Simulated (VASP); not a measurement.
A run of VASP 6.6.1:

File INCAR:

```
SYSTEM = GaC30
PREC = Accurate
ENCUT = 520
EDIFF = 1E-6
ISMEAR = -1
SIGMA = 0.01
LREAL = Auto
LASPH = .TRUE.
NELM = 120
ALGO = Normal
ISIF = 2
LWAVE = .FALSE.
LCHARG = .FALSE.
GGA = PE
NELECT = 132.0
NBANDS = 88
GGA_COMPAT = .FALSE.
```

Contents of KPOINTS:

```
Automatic mesh
0
G
  1 1 1
  0 0 0
```

Contents of POSCAR:

```
GaC30
1.0
   -3.5716218665      3.5716218665      3.5716218665
    3.5716218665     -3.5716218665      3.5716218665
    3.5716218665      3.5716218665     -3.5716218665
C Ga
30 1
Direct
    0.0053033751      0.0057020982      0.0043149231
    0.0053052301      0.2543894612      0.7556447660
    0.0049386945      0.5028557377      0.5033662937
    0.0049286085      0.7534303302      0.2527859157
    0.2566565569      0.0045275731      0.7544580272
    0.2537794578      0.2540122784      0.5033727514
    0.2537685801      0.7534344599      0.0039461370
    0.5021539086      0.0227328802      0.5011623727
    0.5043570538      0.2540101041      0.2527878668
    0.5043542750      0.5028443459      0.0039468599
    0.5021523563      0.7512300112      0.7726782194
    0.7554448527      0.0045225376      0.2556660389
    0.7566181730      0.2543718686      0.0043099288
    0.7554444244      0.5057300547      0.7544518704
    0.7736650017      0.7512349504      0.5011689656
    0.0019072787      0.0023110305      0.7522407480
    0.0030974589      0.2521753406      0.5008972801
   -0.0151208379      0.5054450097      0.2553743652
    0.0030732716      0.7509431790      0.0020908882
    0.2541831658      0.0026862339      0.5037706750
    0.2563710387      0.2339530954      0.2553800728
    0.2563726962      0.5054529880     -0.0160867186
    0.2541765472      0.7538335267      0.7526131764
    0.5047632344      0.0026865165      0.2531875544
    0.5018766355      0.2521568796      0.0020936809
    0.5047550992      0.5032517093      0.7526176494
    0.7532274005      0.0022985073      0.0009083085
    0.7532284003      0.2509689607      0.7522363459
    0.7536126741      0.5032584034      0.5037694928
    0.7536013609      0.7538340155      0.2531932832
    0.3792647163      0.6283228163      0.3782854817
```

Potentials or basis: VASP PAW PBE potentials, release 64 (C, Ga_d).

Run with:

```sh
$ cat potpaw_PBE.64/C/POTCAR potpaw_PBE.64/Ga_d/POTCAR > POTCAR
$ mpirun -np 1 vasp_gam > vasp.out
```

Hardware: 1 thread of Intel Xeon 8259CL, on a shared host.

Task: Estimate the wall time of this run.

Result: It took 96 s on 1 thread of Intel Xeon 8259CL, with other jobs on the host, peak memory 0.3 GiB. Counts: scf iterations 14, k points 1.
